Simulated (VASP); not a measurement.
# Pb (Im-3m) in VASP: notebook

Pb is run at these levels: PBE; tasks: single point.

Everything below comes from runs of VASP 6.6.1. Logs are shortened: lines on timing, memory, paths and dates and some standing lists are left out, and cuts for length are marked.

## 1. The cell of the first run

It takes space group Im-3m (No. 229, cubic). The conventional cell has a = 3.959 Å, b = 3.959 Å, c = 3.959 Å, α = 90.00°, β = 90.00°, γ = 90.00°. Within 4.5 Å of Pb (site symmetry m-3m) lie 14 Pb at 3.43 to 3.96 Å.

## 2. Single point, PBE

INCAR

```
PREC = Accurate ; ENCUT = 520
EDIFF = 1E-6 ; ISMEAR = 0
SIGMA = 0.016 ; LREAL = False
LASPH = True ; NELM = 100
ALGO = Normal ; ISIF = 2
LWAVE = False ; LCHARG = False
GGA = PE ; NBANDS = 13
```

KPOINTS

```
regular mesh
0
Gamma
  9 9 9
```

POSCAR

```
Pb
1.0
   -1.9796595667      1.9796595667      1.9796595667
    1.9796595667     -1.9796595667      1.9796595667
    1.9796595667      1.9796595667     -1.9796595667
Pb
1
Direct
    0.0000000000      0.0000000000      0.0000000000
```

Potentials or basis: VASP PAW PBE potentials, release 64 (Pb_d).

Started as:

```sh
cat potpaw_PBE.64/Pb_d/POTCAR > POTCAR
mpirun -np 1 vasp_std > vasp.out
```

OUTCAR:

```text
PREC = Accurate
   ENCUT = 520
   EDIFF = 1E-6
   ISMEAR = 0
   LREAL = False
   LASPH = True
   NELM = 100
   ISIF = 2
   GGA = PE

 ion  position               nearest neighbor table
   1  0.000  0.000  0.000-

  LATTYP: Found a body centered cubic cell.
 ALAT       =     3.9593191334

  Lattice vectors:

 A1 = (  -1.9796595667,   1.9796595667,   1.9796595667)
 A2 = (   1.9796595667,  -1.9796595667,   1.9796595667)
 A3 = (   1.9796595667,   1.9796595667,  -1.9796595667)

Analysis of symmetry for initial positions (statically):
=====================================================================
 Subroutine PRICEL returns:
 Original cell was already a primitive cell.

 Routine SETGRP: Setting up the symmetry group for a
 body centered cubic supercell.

 Subroutine GETGRP returns: Found 48 space group operations
 (whereof 48 operations were pure point group operations)
 out of a pool of 48 trial point group operations.

The static configuration has the point symmetry O_h .

Analysis of symmetry for dynamics (positions and initial velocities):
=====================================================================
 Subroutine PRICEL returns:
 Original cell was already a primitive cell.

 Routine SETGRP: Setting up the symmetry group for a
 body centered cubic supercell.

 Subroutine GETGRP returns: Found 48 space group operations
 (whereof 48 operations were pure point group operations)
 out of a pool of 48 trial point group operations.

The dynamic configuration has the point symmetry O_h .

 Subroutine INISYM returns: Found 48 space group operations
 (whereof 48 operations are pure point group operations),
 and found     1 'primitive' translations

----------------------------------------------------------------------------------------

                                     Primitive cell

  volume of cell :      31.0336

  direct lattice vectors                    reciprocal lattice vectors
    -1.979659567  1.979659567  1.979659567     0.000000000  0.252568678  0.252568678
     1.979659567 -1.979659567  1.979659567     0.252568678  0.000000000  0.252568678
     1.979659567  1.979659567 -1.979659567     0.252568678  0.252568678  0.000000000

  length of vectors
     3.428870951  3.428870951  3.428870951     0.357186050  0.357186050  0.357186050

  position of ions in fractional coordinates (direct lattice)
     0.000000000  0.000000000  0.000000000

  ion indices of the primitive-cell ions
   primitive index   ion index
                 1           1

----------------------------------------------------------------------------------------

 KPOINTS: regular mesh

Automatic generation of k-mesh.
 Grid dimensions read from file:
 generate k-points for:    9    9    9

 Generating k-lattice:

  Cartesian coordinates                     Fractional coordinates (reciprocal lattice)
     0.000000000  0.028063186  0.028063186     0.111111111  0.000000000  0.000000000
     0.028063186  0.000000000  0.028063186     0.000000000  0.111111111  0.000000000
     0.028063186  0.028063186  0.000000000     0.000000000  0.000000000  0.111111111

  Length of vectors
     0.039687339  0.039687339  0.039687339

  Shift w.r.t. Gamma in fractional coordinates (k-lattice)
     0.000000000  0.000000000  0.000000000

 Subroutine IBZKPT returns following result:
 ===========================================

 Found     35 irreducible k-points:

 Following reciprocal coordinates:
            Coordinates               Weight
  0.000000  0.000000  0.000000      1.000000
  0.111111  0.000000  0.000000     12.000000
  0.222222  0.000000  0.000000     12.000000
  0.333333  0.000000  0.000000     12.000000
  0.444444  0.000000  0.000000     12.000000
  0.111111  0.111111  0.000000     24.000000
[... 16 lines left out ...]
 -0.333333  0.444444  0.111111     48.000000
 -0.444444 -0.444444  0.111111     24.000000
 [... further k-points ...]
   k-points           NKPTS =     35   k-points in BZ     NKDIM =     35   number of bands    NBANDS=     13
   number of dos      NEDOS =    301   number of ions     NIONS =      1
   total plane-waves  NPLWV =  21952
   dimension x,y,z NGX =    28 NGY =   28 NGZ =   28
   dimension x,y,z NGXF=    56 NGYF=   56 NGZF=   56
   ions per type =               1
   NGX,Y,Z   is equivalent  to a cutoff of  13.58, 13.58, 13.58 a.u.
   NGXF,Y,Z  is equivalent  to a cutoff of  27.15, 27.15, 27.15 a.u.
 SYSTEM =  unknown system
   PREC   = accura    normal or accurate (medium, high low for compatibility)
   ISTART =      0    job   : 0-new  1-cont  2-samecut
   ICHARG =      2    charge: 1-file 2-atom 10-const
   ISPIN  =      1    spin polarized calculation?
   LNONCOLLINEAR =      F non collinear calculations
   LSORBIT =      F    spin-orbit coupling
   LASPH  =      T    aspherical Exc in radial PAW
   ENCUT  =  520.0 eV  38.22 Ry    6.18 a.u.   6.38  6.38  6.38*2*pi/ulx,y,z
   NELM   =    100;   NELMIN=  2; NELMDL= -5     # of ELM steps
   EDIFF  = 0.1E-05   stopping-criterion for ELM
   LREAL  =      F    real-space projection
   EDIFFG = 0.1E-04   stopping-criterion for IOM
   NSW    =      0    number of steps for IOM
   IBRION =     -1    ionic relax: 0-MD 1-quasi-New 2-CG
   NFREE  =      0    steps in history (QN), initial steepest desc. (CG)
   ISIF   =      2    stress and relaxation
   ISYM   =      2    0-nonsym 1-usesym 2-fastsym
   POTIM  = 0.5000    time-step for ionic-motion
   TEBEG  =    0.0;   TEEND  =   0.0 temperature during run
   PSTRESS=    0.0 pullay stress
   NELECT =      14.0000    total number of electrons
   NUPDOWN=      -1.0000    fix difference up-down
   EMIN   =  10.00;   EMAX   =-10.00  energy-range for DOS
   EFERMI =   0.00;   METHOD = LEGACY
   ISMEAR =     0;   SIGMA  =   0.02  broadening in eV -4-tet -1-fermi 0-gaus
   EFERMI_NEDOS =   21; number of points for ismear=-14 and -15
   IALGO  =     38    algorithm
   IMIX   =      4    mixing-type and parameters
     AMIX     =   0.40;   BMIX     =  1.00
     AMIX_MAG =   1.60;   BMIX_MAG =  1.00
  volume/ion in A,a.u.               =      31.03       209.42
  Fermi-wavevector in a.u.,A,eV,Ry     =   1.255568  2.372680 21.448927  1.576452
  Thomas-Fermi vector in A             =   2.389319
   LORBIT       =      0    0 simple, 1 ext, 2 COOP (PROOUT), +10 PAW based schemes
   GGA     = PE    functional components
   LHFCALC =     F    Hartree Fock is set to
   AEXX    =    0.0000 exact exchange contribution
   IVDW    =     0    specifies the selected vdW correction
   LEPSILON=     F    determine dielectric tensor
   LRPA    =     F    only Hartree local field effects (RPA)
 non-spin polarized calculation
 Gauss-broadening in eV      SIGMA  =   0.02
  energy-cutoff  :      520.00
  volume of cell :       31.03
 maximum number of plane-waves:       887
 NGX is ok and might be reduce to    28
   NGX = 13   NGY = 13   NGZ = 13

 number of electron      14.0000002 magnetization

 Free energy of the ion-electron system (eV)
  ---------------------------------------------------
  ext. energy  EPLUGINS =         0.00000000
  ---------------------------------------------------
  free energy    TOTEN  =        -3.50255457 eV

  energy without entropy =       -3.50248821  energy(sigma->0) =       -3.50252139

 E-fermi :   7.1532     XC(G=0): -10.0815

 val. band max:        6.9588759242   @ k =   0.3333   0.2222   0.0000
 cond. band min:       7.1727925588   @ k =  -0.2222   0.3333   0.1111
 fundamental gap:      0.2139166346
 Fermi energy:         7.1532009632

 k-point     1 :       0.0000    0.0000    0.0000
  band No.  band energies     occupation
      1     -10.1023      2.00000
      2     -10.1023      2.00000
      3     -10.1023      2.00000
      4      -9.8776      2.00000
      5      -9.8776      2.00000
      6      -4.5831      2.00000
      7      14.4594      0.00000
      8      14.4594      0.00000
      9      14.4594      0.00000
     10      18.1002      0.00000
     11      18.1002      0.00000
     12      18.1002      0.00000
     13      18.5376      0.00000

 k-point     2 :       0.1111    0.0000    0.0000
  band No.  band energies     occupation
      1     -10.1115      2.00000
      2     -10.0910      2.00000
      3     -10.0615      2.00000
      4      -9.8876      2.00000
      5      -9.8784      2.00000
      6      -4.3378      2.00000
      7      12.2666      0.00000
      8      13.6998      0.00000
      9      14.1413      0.00000
     10      16.8401      0.00000
     11      17.5229      0.00000
     12      17.9398      0.00000
     13      19.7481      0.00000

 k-point     3 :       0.2222    0.0000    0.0000
  band No.  band energies     occupation
      1     -10.1348      2.00000
      2     -10.0734      2.00000
      3      -9.9565      2.00000
      4      -9.9056      2.00000
      5      -9.8807      2.00000
      6      -3.6053      2.00000
      7       8.8865      0.00000
      8      12.3142      0.00000
      9      13.3616      0.00000
     10      15.6136      0.00000
     11      16.7366      0.00000
     12      18.3332      0.00000
     13      20.4347      0.00000

 k-point     4 :       0.3333    0.0000    0.0000
  band No.  band energies     occupation
      1     -10.1612      2.00000
      2     -10.0789      2.00000
      3      -9.9054      2.00000
      4      -9.8829      2.00000
      5      -9.8336      2.00000
      6      -2.4331      2.00000
      7       5.7791      2.00000
      8      11.1423      0.00000
      9      12.5984      0.00000
     10      14.8574      0.00000
     11      16.1848      0.00000
     12      19.3902      0.00000
     13      20.9807      0.00000

 k-point     5 :       0.4444    0.0000    0.0000
  band No.  band energies     occupation
      1     -10.1784      2.00000
      2     -10.0963      2.00000
      3      -9.8939      2.00000
      4      -9.8843      2.00000
      5      -9.7513      2.00000
      6      -1.1350      2.00000
      7       3.4840      2.00000
      8      10.4963      0.00000
      9      12.1631      0.00000
     10      14.5021      0.00000
     11      15.9093      0.00000
     12      20.5728      0.00000
     13      21.4909      0.00000

 k-point     6 :       0.1111    0.1111    0.0000
  band No.  band energies     occupation
      1     -10.1151      2.00000
      2     -10.0875      2.00000
      3      -9.9892      2.00000
      4      -9.9027      2.00000
      5      -9.8803      2.00000
      6      -3.8484      2.00000
      7      10.0592      0.00000
      8      12.1471      0.00000
      9      13.2687      0.00000
     10      16.8440      0.00000
     11      16.9398      0.00000
     12      18.3939      0.00000
     13      20.2796      0.00000

 k-point     7 :       0.2222    0.1111   -0.0000
  band No.  band energies     occupation
      1     -10.1355      2.00000
      2     -10.0707      2.00000
      3      -9.9146      2.00000
      4      -9.8939      2.00000
      5      -9.8770      2.00000
      6      -2.8910      2.00000
      7       7.2372      0.00000
      8      10.4606      0.00000
      9      12.3690      0.00000
     10      16.0635      0.00000
     11      17.5470      0.00000
     12      18.3361      0.00000
     13      21.7524      0.00000
[... 193 lines left out ...]
 k-point    20 :      -0.3333    0.3333    0.1111
  band No.  band energies     occupation
      1     -10.1173      2.00000
      2     -10.0561      2.00000
      3      -9.9327      2.00000
      4      -9.8969      2.00000
      5      -9.8387      2.00000
      6      -2.2049      2.00000
      7       5.9819      2.00000
      8      10.3994      0.00000
      9      11.4434      0.00000
     10      15.8093      0.00000
     11      17.2294      0.00000
     12      17.2433      0.00000
     13      21.9292      0.00000

 k-point    21 :      -0.2222    0.3333    0.1111
  band No.  band energies     occupation
      1     -10.0830      2.00000
      2     -10.0282      2.00000
      3      -9.9499      2.00000
      4      -9.9142      2.00000
      5      -9.8761      2.00000
      6      -2.4256      2.00000
      7       7.1728      0.08333
      8       9.3778      0.00000
      9      11.8210      0.00000
     10      14.9987      0.00000
     11      16.8642      0.00000
     12      19.8724      0.00000
     13      21.2507      0.00000

 k-point    22 :      -0.4444    0.4444    0.1111
  band No.  band energies     occupation
      1     -10.1333      2.00000
      2     -10.0768      2.00000
      3      -9.9188      2.00000
      4      -9.9024      2.00000
      5      -9.7554      2.00000
      6      -0.9335      2.00000
      7       3.7496      2.00000
      8       9.7810      0.00000
      9      11.0730      0.00000
     10      15.8919      0.00000
     11      16.9402      0.00000
     12      18.0758      0.00000
     13      19.9980      0.00000

 k-point    23 :      -0.3333    0.4444    0.1111
  band No.  band energies     occupation
      1     -10.0934      2.00000
      2     -10.0392      2.00000
      3      -9.9429      2.00000
      4      -9.9122      2.00000
      5      -9.7979      2.00000
      6      -1.1798      2.00000
      7       5.0300      2.00000
      8       8.0816      0.00000
      9      11.6399      0.00000
     10      15.4988      0.00000
     11      16.5208      0.00000
     12      19.6405      0.00000
     13      19.9090      0.00000

 k-point    24 :      -0.4444   -0.4444    0.1111
  band No.  band energies     occupation
      1     -10.0992      2.00000
      2     -10.0475      2.00000
      3      -9.9538      2.00000
      4      -9.8948      2.00000
      5      -9.7640      2.00000
      6      -0.3811      2.00000
      7       3.8496      2.00000
      8       7.7019      0.00000
      9      11.5273      0.00000
     10      15.7797      0.00000
     11      17.1891      0.00000
     12      17.9867      0.00000
     13      19.7351      0.00000

 [... further k-points ...]
[... 5 lines left out ...]
  --------------------------------------------------------------------------------------
  -------------------------------------------------------------------------------------
  Total        0.1254463      0.1254463      0.1254463     -0.0000000      0.0000000     -0.0000000
  in kB        6.4764462      6.4764462      6.4764462     -0.0000000      0.0000000     -0.0000000
  external PRESSURE =       6.4764462 kB  Pullay stress =       0.0000000 kB

 VOLUME and BASIS-vectors are now :
 -----------------------------------------------------------------------------
  energy-cutoff  :      520.00
  volume of cell :       31.03
      direct lattice vectors                 reciprocal lattice vectors
    -1.979659567  1.979659567  1.979659567     0.000000000  0.252568678  0.252568678
     1.979659567 -1.979659567  1.979659567     0.252568678  0.000000000  0.252568678
     1.979659567  1.979659567 -1.979659567     0.252568678  0.252568678  0.000000000

 POSITION                                       TOTAL-FORCE (eV/Angst)
 -----------------------------------------------------------------------------------
      0.00000      0.00000      0.00000         0.000000      0.000000     -0.000000
 -----------------------------------------------------------------------------------
    total drift:                                0.000000     -0.000000     -0.000000

  FREE ENERGIE OF THE ION-ELECTRON SYSTEM (eV)
  ---------------------------------------------------
  free  energy   TOTEN  =        -3.5025545708 eV

  energy  without entropy=       -3.5024882142  energy(sigma->0) =       -3.50252139
```

It took 6.9 s on 1 thread of Intel Xeon 6975P-C, shared host; peak memory 0.16 GiB.

Results:

```
Free energy            : -3.5026 eV
Pressure               : 0.6 GPa
Band gap on the k mesh : zero (band 7 reaches 14.46 eV, above the bottom of band 8 at 5.02 eV)
```

Levels at points of the mesh, in eV from the Fermi level:
```tsv
k point	band 3	band 4	band 5	band 6	band 7	band 8	band 9	band 10	band 11	band 12
(0.00, 0.00, 0.00)	-17.26	-17.03	-17.03	-11.74	7.31	7.31	7.31	10.95	10.95	10.95
```

Caveat: spin-orbit coupling is left out, which moves the levels of the heavy elements.

## 3. Single point, PBE

INCAR

```
SYSTEM = Pb
  ALGO = Normal
  EDIFF = 1E-6
  ENCUT = 520
  GGA = PE
  ISIF = 2
  ISMEAR = 0
  LASPH = .True.
  LCHARG = .False.
  LREAL = .False.
  LWAVE = .False.
  NBANDS = 13
  NELM = 60
  PREC = Accurate
  SIGMA = 0.017
```

KPOINTS

```
k-points
0
Gamma
  9 9 9
  0 0 0
```

POSCAR is that of step 2.

Potentials or basis: VASP PAW PBE potentials, release 64 (Pb_d).

Started as:

```sh
cat potpaw_PBE.64/Pb_d/POTCAR > POTCAR
mpirun -np 1 vasp_std > vasp.out
```

Wall time 6.5 s (1 thread of Intel Xeon 6975P-C, shared host); peak memory 0.16 GiB.

The run converged. Its results:

```yaml
Free_energy: -3.5026 eV
Pressure: 0.6 GPa
Band_gap_on_the_k_mesh: zero (band 7 reaches 14.46 eV, above the bottom of band 8 at 5.02 eV)
```

Levels at points of the mesh, in eV from the Fermi level:
```tsv
k point	band 3	band 4	band 5	band 6	band 7	band 8	band 9	band 10	band 11	band 12
(0.00, 0.00, 0.00)	-17.25	-17.03	-17.03	-11.74	7.31	7.31	7.31	10.95	10.95	10.95
```

Caveat: spin-orbit coupling is left out, which moves the levels of the heavy elements.
